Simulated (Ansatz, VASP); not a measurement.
**One calculation of B4N3, two programs**

```
CELL_PARAMETERS angstrom
-1.73015 1.73015 3.52612
1.73015 -1.73015 3.52612
1.73015 1.73015 -3.52612
ATOMIC_POSITIONS crystal
B 0.26423 0.26423 0.00000
B 0.50000 0.00000 0.50000
B 0.00000 0.50000 0.50000
B 0.73577 0.73577 0.00000
N 0.75000 0.25000 0.50000
N 0.25000 0.75000 0.50000
N 0.50000 0.50000 0.00000
```

Change from the starting cell: species swapped into the Hf4N3 type (I4/mmm, No. 139).

Alike in both runs: functional PBE; k mesh 6 × 6 × 6; occupations gaussian, width 0.2 eV; no spin polarisation.

Ansatz relaxed the structure, and its values are those at the end. VASP's run is a single point on that final structure, the one shown.

|  | VASP | Ansatz |
| --- | --- | --- |
| version | VASP 6.6.1 | Ansatz 0.2.0 |
| potentials or method | VASP PAW PBE potentials, release 64 (B, N), cutoff 600 eV | scalar-relativistic, plane waves, PAW |
| valence electrons in the cell | 27 | 27 |

```tsv
	VASP	Ansatz	Ansatz less VASP
gap on the k mesh at the Fermi level (eV)	none	none	-
pressure (GPa)	0.0	0.3	+0.31
rms of the force components (eV/Å)	0.011	0.012	+0.0012
```

A gap of «none» marks a metal or a gap that the smearing closes.

The k mesh is coarse, so the values compare programs but aren't converged.
